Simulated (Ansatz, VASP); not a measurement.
## One calculation of Ta4W, two programs

Contents of INCAR:

```
SYSTEM = Ta4W
  ALGO = Normal
  DIPOL = 0.5 0.5 0.500
  EDIFF = 1E-7
  ENCUT = 520
  IDIPOL = 3
  ISIF = 2
  ISMEAR = -1
  LASPH = .True.
  LCHARG = .True.
  LDIPOL = .True.
  LELF = .True.
  LREAL = .False.
  LVACPOTAV = .True.
  LVHAR = .True.
  LWAVE = .False.
  NBANDS = 37
  NELM = 80
  PREC = Accurate
  SIGMA = 0.05
```

File KPOINTS:

```
k-points
0
Gamma
  10 10 1
  0 0 0
```

POSCAR

```
Ta4W
1.0
    4.6002256691      0.0000000000      0.0000000000
   -2.3001128346      3.9839122926      0.0000000000
    0.0000000000      0.0000000000     19.7561000000
W Ta
1 4
Direct
    0.8333333333      0.1666666667      0.4169545150
    0.1666666667      0.8333333333      0.4556693267
    0.5000000000      0.5000000000      0.4999999459
    0.8333333333      0.1666666667      0.5443306958
    0.1666666667      0.8333333333      0.5830455166
```

Input for Ansatz:

```yaml
crystal:
  lattice:
    - [4.6002256691, 0.0, 0.0]
    - [-2.3001128346, 3.9839122926, 0.0]
    - [0.0, 0.0, 19.7561]
  atoms:
    - { symbol: W, position: [0.8333333333, 0.1666666667, 0.416954515] }
    - { symbol: Ta, position: [0.1666666667, 0.8333333333, 0.4556693267] }
    - { symbol: Ta, position: [0.5, 0.5, 0.4999999459] }
    - { symbol: Ta, position: [0.8333333333, 0.1666666667, 0.5443306958] }
    - { symbol: Ta, position: [0.1666666667, 0.8333333333, 0.5830455166] }
kpoints:
  mp_grid: { grid: [10, 10, 1] }
scf:
  occupations: { method: fermi_dirac, width: 0.05 }
hamiltonian:
  xc: lda
  pseudopotentials: { kind: all_electron, lapw: { basis_error: 0.001 } }
output:
  forces: true
  stress: true
  eigenvalues: true
efield:
  axis: 3
  amplitude: 0
  dipole_correction: true
```

Alike in both runs: task single point; functional LDA; k mesh 10 × 10 × 1; occupations fermi-dirac, width 0.05 eV; no spin polarisation.

```csv
,VASP,Ansatz
version,VASP 6.6.1,Ansatz 0.2.0
potentials or method,"VASP PAW LDA potentials, release 64 (W_sv, Ta_pv), cutoff 520 eV","all-electron LAPW, scalar-relativistic"
```

Ansatz gave:

```
rms of the force components (eV/Å) : 0.547
```

**Question.** What did VASP give for the same quantities?

**Answer.** rms of the force components (eV/Å): 0.524.

LDA's correlation is that of Perdew and Zunger in VASP and of Perdew and Wang (1992) in Ansatz. Atom by atom the forces differ by 0.039 eV/Å (rms over components). Ansatz ran all-electron here, and VASP with PAW potentials.

Spin-orbit coupling is off throughout.
